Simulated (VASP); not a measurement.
# HfO2 (Fm-3m) in VASP: settings compared

Aim: see how the results for HfO2 move with the level of theory and the settings. Levels: PBE, HSE06. Tasks: single point, relaxation of cell and atoms.

Program: VASP 6.6.1. These are calculated values, not measurements. Logs are shortened: lines on timing, memory, paths and dates and some standing lists are left out, and cuts for length are marked.

**1. The cell of the first run**

Symmetry: Fm-3m, No. 225, cubic system. Conventional cell: a = 5.098 Å, b = 5.098 Å, c = 5.098 Å, α = 90.00°, β = 90.00°, γ = 90.00°. Hf (site symmetry m-3m) has 8 O at 2.21 Å within 2.9 Å. O (site symmetry -43m) has 4 Hf at 2.21 Å and 6 O at 2.55 Å within 2.9 Å.

**2. Single point, PBE**

INCAR

```
  PREC = Accurate
  ENCUT = 520
  EDIFF = 1E-7
  ISMEAR = 0
  SIGMA = 0.01
  LREAL = False
  LASPH = True
  NELM = 80
  ALGO = Normal
  ISIF = 2
  LWAVE = False
  LCHARG = False
  GGA = PE
  NBANDS = 18
```

KPOINTS

```
Automatic mesh
0
Gamma
  6 6 6
```

POSCAR

```
HfO2
1.0
    0.0000000000      2.5487602331      2.5487602331
    2.5487602331      0.0000000000      2.5487602331
    2.5487602331      2.5487602331      0.0000000000
Hf O
1 2
Direct
    0.0000000000      0.0000000000      0.0000000000
    0.7500000000      0.7500000000      0.7500000000
    0.2500000000      0.2500000000      0.2500000000
```

Potentials or basis: VASP PAW PBE potentials, release 64 (Hf_pv, O).

Started as:

```console
cat potpaw_PBE.64/Hf_pv/POTCAR potpaw_PBE.64/O/POTCAR > POTCAR
mpirun -np 1 vasp_std > vasp.out
```

OUTCAR:

```text
PREC = Accurate
   ENCUT = 520
   EDIFF = 1E-7
   ISMEAR = 0
   LREAL = False
   LASPH = True
   NELM = 80
   ISIF = 2
   GGA = PE

 ion  position               nearest neighbor table
   1  0.000  0.000  0.000-   2 2.21   3 2.21   2 2.21   2 2.21   2 2.21   3 2.21   3 2.21   3 2.21

   2  0.750  0.750  0.750-   1 2.21   1 2.21   1 2.21   1 2.21
   3  0.250  0.250  0.250-   1 2.21   1 2.21   1 2.21   1 2.21

  LATTYP: Found a face centered cubic cell.
 ALAT       =     5.0975204662

  Lattice vectors:

 A1 = (   0.0000000000,   2.5487602331,   2.5487602331)
 A2 = (   2.5487602331,   0.0000000000,   2.5487602331)
 A3 = (   2.5487602331,   2.5487602331,   0.0000000000)

Analysis of symmetry for initial positions (statically):
=====================================================================
 Subroutine PRICEL returns:
 Original cell was already a primitive cell.

 Routine SETGRP: Setting up the symmetry group for a
 face centered cubic supercell.

 Subroutine GETGRP returns: Found 48 space group operations
 (whereof 48 operations were pure point group operations)
 out of a pool of 48 trial point group operations.

The static configuration has the point symmetry O_h .

Analysis of symmetry for dynamics (positions and initial velocities):
=====================================================================
 Subroutine PRICEL returns:
 Original cell was already a primitive cell.

 Routine SETGRP: Setting up the symmetry group for a
 face centered cubic supercell.

 Subroutine GETGRP returns: Found 48 space group operations
 (whereof 48 operations were pure point group operations)
 out of a pool of 48 trial point group operations.

The dynamic configuration has the point symmetry O_h .

 Subroutine INISYM returns: Found 48 space group operations
 (whereof 48 operations are pure point group operations),
 and found     1 'primitive' translations

----------------------------------------------------------------------------------------

                                     Primitive cell

  volume of cell :      33.1144

  direct lattice vectors                    reciprocal lattice vectors
     0.000000000  2.548760233  2.548760233    -0.196173808  0.196173808  0.196173808
     2.548760233  0.000000000  2.548760233     0.196173808 -0.196173808  0.196173808
[... 75 lines left out ...]
   LASPH  =      T    aspherical Exc in radial PAW
   ENCUT  =  520.0 eV  38.22 Ry    6.18 a.u.   6.70  6.70  6.70*2*pi/ulx,y,z
   NELM   =     80;   NELMIN=  2; NELMDL= -5     # of ELM steps
   EDIFF  = 0.1E-06   stopping-criterion for ELM
   LREAL  =      F    real-space projection
   EDIFFG = 0.1E-05   stopping-criterion for IOM
   NSW    =      0    number of steps for IOM
   IBRION =     -1    ionic relax: 0-MD 1-quasi-New 2-CG
   NFREE  =      0    steps in history (QN), initial steepest desc. (CG)
   ISIF   =      2    stress and relaxation
   ISYM   =      2    0-nonsym 1-usesym 2-fastsym
   POTIM  = 0.5000    time-step for ionic-motion
   TEBEG  =    0.0;   TEEND  =   0.0 temperature during run
   PSTRESS=    0.0 pullay stress
   NELECT =      22.0000    total number of electrons
   NUPDOWN=      -1.0000    fix difference up-down
   EMIN   =  10.00;   EMAX   =-10.00  energy-range for DOS
   EFERMI =   0.00;   METHOD = LEGACY
   ISMEAR =     0;   SIGMA  =   0.01  broadening in eV -4-tet -1-fermi 0-gaus
   EFERMI_NEDOS =   21; number of points for ismear=-14 and -15
   IALGO  =     38    algorithm
   IMIX   =      4    mixing-type and parameters
     AMIX     =   0.40;   BMIX     =  1.00
     AMIX_MAG =   1.60;   BMIX_MAG =  1.00
  volume/ion in A,a.u.               =      11.04        74.49
  Fermi-wavevector in a.u.,A,eV,Ry     =   1.428488  2.699452 27.763768  2.040579
  Thomas-Fermi vector in A             =   2.548545
   LORBIT       =      0    0 simple, 1 ext, 2 COOP (PROOUT), +10 PAW based schemes
   GGA     = PE    functional components
   LHFCALC =     F    Hartree Fock is set to
   AEXX    =    0.0000 exact exchange contribution
   IVDW    =     0    specifies the selected vdW correction
   LEPSILON=     F    determine dielectric tensor
   LRPA    =     F    only Hartree local field effects (RPA)
 non-spin polarized calculation
 Gauss-broadening in eV      SIGMA  =   0.01
  energy-cutoff  :      520.00
  volume of cell :       33.11
 maximum number of plane-waves:       911
   NGX = 13   NGY = 13   NGZ = 13

 number of electron      21.9999992 magnetization

 Free energy of the ion-electron system (eV)
  ---------------------------------------------------
  ext. energy  EPLUGINS =         0.00000000
  ---------------------------------------------------
  free energy    TOTEN  =       -30.24329302 eV

  energy without entropy =      -30.24329302  energy(sigma->0) =      -30.24329302

 E-fermi :   4.2549     XC(G=0): -11.7518

 val. band max:        4.1411153918   @ k =   0.5000   0.5000   0.0000
 cond. band min:       7.8985282863   @ k =   0.5000   0.5000   0.0000
 fundamental gap:      3.7574128944
 Fermi energy:         4.2548941758

 k-point     1 :       0.0000    0.0000    0.0000
  band No.  band energies     occupation
      1     -25.6215      2.00000
      2     -25.6215      2.00000
      3     -25.6215      2.00000
      4     -14.4905      2.00000
      5     -11.5379      2.00000
      6      -1.1024      2.00000
[... 313 lines left out ...]
      5     -12.5038      2.00000
      6      -1.6318      2.00000
[... 10 lines left out ...]
     17      17.1057      0.00000
     18      17.4923      0.00000

------------------------ aborting loop because EDIFF is reached ----------------------------------------

  FORCE on cell =-STRESS in cart. coord.  units (eV):
  Direction    XX          YY          ZZ          XY          YZ          ZX
  --------------------------------------------------------------------------------------
  -------------------------------------------------------------------------------------
  Total       -0.7483937     -0.7483937     -0.7483937      0.0000000      0.0000000     -0.0000000
  in kB      -36.2096031    -36.2096031    -36.2096031      0.0000000      0.0000000     -0.0000000
  external PRESSURE =     -36.2096031 kB  Pullay stress =       0.0000000 kB

 VOLUME and BASIS-vectors are now :
 -----------------------------------------------------------------------------
  energy-cutoff  :      520.00
  volume of cell :       33.11
      direct lattice vectors                 reciprocal lattice vectors
     0.000000000  2.548760233  2.548760233    -0.196173808  0.196173808  0.196173808
     2.548760233  0.000000000  2.548760233     0.196173808 -0.196173808  0.196173808
     2.548760233  2.548760233  0.000000000     0.196173808  0.196173808 -0.196173808

 POSITION                                       TOTAL-FORCE (eV/Angst)
 -----------------------------------------------------------------------------------
      0.00000      0.00000      0.00000        -0.000000     -0.000000      0.000000
      3.82314      3.82314      3.82314         0.000000      0.000000      0.000000
      1.27438      1.27438      1.27438        -0.000000     -0.000000     -0.000000
 -----------------------------------------------------------------------------------
    total drift:                                0.000000      0.000000      0.000000

  FREE ENERGIE OF THE ION-ELECTRON SYSTEM (eV)
  ---------------------------------------------------
  free  energy   TOTEN  =       -30.2432930196 eV

  energy  without entropy=      -30.2432930196  energy(sigma->0) =      -30.24329302
```

stdout:

```text
POSCAR found type information on POSCAR HfO
 POSCAR found :  2 types and       3 ions
 scaLAPACK will be used
 LDA part: xc-table for (Slater+PW92), standard interpolation
 POSCAR, INCAR and KPOINTS ok, starting setup
 FFT: planning ... GRIDC
 FFT: planning ... GRID_SOFT
 FFT: planning ... GRID
 WAVECAR not read
 entering main loop
```

It took 16 s on 1 thread of Intel Xeon 6975P-C, shared host; peak memory 0.16 GiB.

What came out:

| Item | Value |
| --- | --- |
| Free energy | -30.2433 eV |
| Pressure | -3.6 GPa |
| Band gap on the k mesh | 3.76 eV, direct |

Caveat: spin-orbit coupling is left out, which moves the levels of the heavy elements.

**3. Relaxation of cell and atoms, PBE**

This run uses another cell than the first one, of 10.62 Å³/atom, 0.962 times its volume.

INCAR

```
SYSTEM = HfO2
ALGO = Normal
EDIFF = 1E-7
EDIFFG = -0.005
ENCUT = 600
GGA = PE
IBRION = 2
ISIF = 3
ISMEAR = 0
LASPH = .True.
LCHARG = .False.
LREAL = .False.
LWAVE = .False.
NELM = 80
NSW = 80
PREC = Accurate
SIGMA = 0.01
```

KPOINTS

```
k-points
0
Gamma
  6 6 6
  0 0 0
```

POSCAR

```
HfO2
1.0
    0.0000000000      2.5160796100      2.5160796100
    2.5160796100      0.0000000000      2.5160796100
    2.5160796100      2.5160796100      0.0000000000
Hf O
1 2
Direct
    0.0000000000      0.0000000000      0.0000000000
    0.7500000000      0.7500000000      0.7500000000
    0.2500000000      0.2500000000      0.2500000000
```

Potentials or basis: VASP PAW PBE potentials, release 64 (Hf_pv, O).

Started as:

```console
cat potpaw_PBE.64/Hf_pv/POTCAR potpaw_PBE.64/O/POTCAR > POTCAR
mpirun -np 1 vasp_std > vasp.out
```

It took 27 s on 1 thread of Intel Xeon 6975P-C, shared host; peak memory 0.17 GiB.

The run converged. Its results:

| Property | Result |
| --- | --- |
| Free energy | -30.2517 eV |
| Relaxed volume | 10.87 Å³/atom |
| Relaxed cell | a = 3.586 Å, b = 3.586 Å, c = 3.586 Å, α = 60.00°, β = 60.00°, γ = 60.00° |
| Space group after relaxing (to 0.05 Å) | Fm-3m (No. 225) |
| Energy gained by relaxing | 4.6 meV/atom |
| Ionic steps | 3 |
| Pressure after relaxing | 0.0 GPa |
| Band gap on the k mesh | 3.80 eV, direct |

The path:
| step | energy change (eV) | largest force (eV/Å) | pressure (GPa) | volume (Å³) |
| --- | --- | --- | --- | --- |
| 1 | 0.0000 | 0.0000 | 6.09 | 31.86 |
| 2 | 0.0163 | 0.0000 | -8.09 | 33.75 |
| 3 | -0.0138 | 0.0000 | -0.04 | 32.60 |

Final structure:
```
CELL_PARAMETERS angstrom
0.00000 2.53562 2.53562
2.53562 0.00000 2.53562
2.53562 2.53562 0.00000
ATOMIC_POSITIONS crystal
Hf 0.00000 0.00000 0.00000
O 0.75000 0.75000 0.75000
O 0.25000 0.25000 0.25000
```

Levels at points of the mesh, in eV from the valence-band top:
```csv
k point,band 8,band 9,band 10,band 11,band 12,band 13,band 14,band 15
"(0.00, 0.00, 0.00)",-5.34,-0.61,-0.61,-0.61,3.88,3.88,5.83,10.41
"(0.50, 0.00, 0.00)",-3.04,-2.73,-1.83,-1.83,4.61,4.61,6.98,9.07
"(0.50, 0.50, 0.00)",-3.46,-1.53,-1.53,0.00,3.80,5.50,6.63,8.16
```

Caveat: spin-orbit coupling is left out, which moves the levels of the heavy elements.

**4. Single point, HSE06**

POSCAR

```
HfO2
1.0
    0.0000000000      2.5487602331      2.5487602331
    2.5487602331      0.0000000000      2.5487602331
    2.5487602331      2.5487602331      0.0000000000
Hf O
1 2
Direct
    0.0000000000      0.0000000000      0.0000000000
    0.7500000000      0.7500000000      0.7500000000
    0.2500000000      0.2500000000      0.2500000000
```

INCAR.step1

```
SYSTEM = HfO2
PREC     = Accurate       ! precision mode
ENCUT    = 520            ! plane-wave cutoff, eV
EDIFF    = 1E-5           ! SCF threshold, eV
ISMEAR   = 0              ! smearing method
SIGMA    = 0.01           ! smearing width, eV
LREAL    = .FALSE.        ! projectors in reciprocal space
LASPH    = .TRUE.         ! aspherical terms in the spheres
NELM     = 100            ! most SCF steps
ALGO     = Normal         ! electronic algorithm
ISIF     = 2              ! what is computed and relaxed
LWAVE    = .TRUE.         ! write WAVECAR
NBANDS   = 18             ! bands
GGA      = PE             ! functional
```

INCAR.step2

```
SYSTEM = HfO2
PREC     = Accurate       ! precision mode
ENCUT    = 520            ! plane-wave cutoff, eV
EDIFF    = 1E-6           ! SCF threshold, eV
ISMEAR   = 0              ! smearing method
SIGMA    = 0.01           ! smearing width, eV
LREAL    = .FALSE.        ! projectors in reciprocal space
LASPH    = .TRUE.         ! aspherical terms in the spheres
NELM     = 100            ! most SCF steps
ALGO     = Normal         ! electronic algorithm
ISIF     = 2              ! what is computed and relaxed
LWAVE    = .FALSE.        ! write WAVECAR
LCHARG   = .TRUE.         ! write CHGCAR
GGA      = PE             ! functional
LHFCALC  = .TRUE.         ! exact exchange
HFSCREEN = 0.2079         ! screening, 1/A
PRECFOCK = Normal       
LELF     = .TRUE.         ! ELF
LVHAR    = .TRUE.       
NBANDS   = 18             ! bands
ISTART   = 1
```

KPOINTS

```
regular mesh
0
G
  4 4 4
  0 0 0
```

Started as:

```console
cat potpaw_PBE.64/Hf_pv/POTCAR potpaw_PBE.64/O/POTCAR > POTCAR
cp INCAR.step1 INCAR
mpirun -np 1 vasp_std > vasp.out
cp INCAR.step2 INCAR
mpirun -np 1 vasp_std > vasp.out
```

It took 13 min on 1 thread of Intel Xeon 6975P-C, shared host; peak memory 0.27 GiB.

It converged, with:

```yaml
Free_energy: -36.2232 eV
Pressure: -10.9 GPa
Band_gap_on_the_k_mesh: 5.29 eV, direct
```

Levels at points of the mesh, in eV from the valence-band top:
| k point | band 9 | band 10 | band 11 | band 12 | band 13 | band 14 |
| --- | --- | --- | --- | --- | --- | --- |
| (0.00, 0.00, 0.00) | -0.66 | -0.66 | -0.66 | 5.42 | 5.42 | 7.27 |
| (0.50, 0.00, 0.00) | -2.91 | -2.00 | -2.00 | 6.17 | 6.17 | 8.50 |
| (0.50, 0.50, 0.00) | -1.62 | -1.62 | 0.00 | 5.29 | 7.16 | 8.13 |

Caveat: the k points lie up to 0.53 Å⁻¹ apart; the PAW data sets were made with another functional, which shifts forces and pressure a little; spin-orbit coupling is left out, which moves the levels of the heavy elements. A k mesh can miss the band edges.

**5. Summary**

| task | level | cell | k mesh | cutoff (eV) | grid for exact exchange (PRECFOCK) | screening parameter | gap on the mesh (eV) | pressure (GPa) |
| --- | --- | --- | --- | --- | --- | --- | --- | --- |
| single point | PBE | a = 3.604 Å, angles 60.0°, 3 atoms | 6 × 6 × 6 | 520 | - | - | 3.76 | -3.6 |
| relaxation of cell and atoms | PBE | relaxed from a = 3.558 Å, angles 60.0°, 3 atoms | 6 × 6 × 6 | 600 | - | - | 3.80 | 0.0 |
| single point | HSE06 | a = 3.604 Å, angles 60.0°, 3 atoms | 4 × 4 × 4 | 520 | Normal | 0.2079 1/Å | 5.29 | -10.9 |

Alike in all rows: potentials or basis VASP PAW PBE potentials, release 64 (Hf_pv, O); no spin polarisation; smearing gaussian 0.01 eV.

Caveats: some runs use coarse meshes; spin-orbit coupling is left out, which moves the levels of the heavy elements; the PAW data sets were made with another functional, which shifts forces and pressure a little (some runs).

Absolute energies hang on the potentials; compare differences alone.
